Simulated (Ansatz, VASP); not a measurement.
## Ni3RuN3: VASP beside Ansatz

```xyz
7
Lattice="3.7496 0.0000 0.0000 0.0000 3.7496 0.0000 0.0000 0.0000 5.1266" Properties=species:S:1:pos:R:3 pbc="T T T"
Ni    0.0000    1.8748    2.3386
Ni    1.8748    0.0000    2.3386
Ni    1.8748    1.8748    4.2467
Ru    0.0000    0.0000    0.2099
N     0.0000    1.8748    4.3162
N     1.8748    0.0000    4.3162
N     0.0000    0.0000    2.0823
```

Alike in both runs: task relaxation of cell and atoms; functional PBE; k mesh 8 × 8 × 6; occupations gaussian, width 0.1 eV; no spin polarisation.

|  | VASP | Ansatz |
| --- | --- | --- |
| version | VASP 6.6.1 | Ansatz 0.2.0 |
| potentials or method | VASP PAW PBE potentials, release 64 (Ni, Ru_pv, N), cutoff 600 eV | scalar-relativistic, plane waves, PAW |
| valence electrons in the cell | 59 | 85 |

VASP gave:

* gap on the k mesh at the Fermi level, each at its own relaxed structure (eV): none
* relaxed volume (Å³/atom): 10.31
* relaxed length of the cell vector where the two differ most in proportion (Å): 5.134

Estimate Ansatz's values.

gap on the k mesh at the Fermi level, each at its own relaxed structure (eV): none; relaxed volume (Å³/atom): 10.31; relaxed length of the cell vector where the two differ most in proportion (Å): 5.148.

A gap of «none» marks a metal or a gap that the smearing closes. VASP's potentials hold 59 valence electrons a cell and Ansatz's 85, so a difference there can come from the potentials and not from the codes.
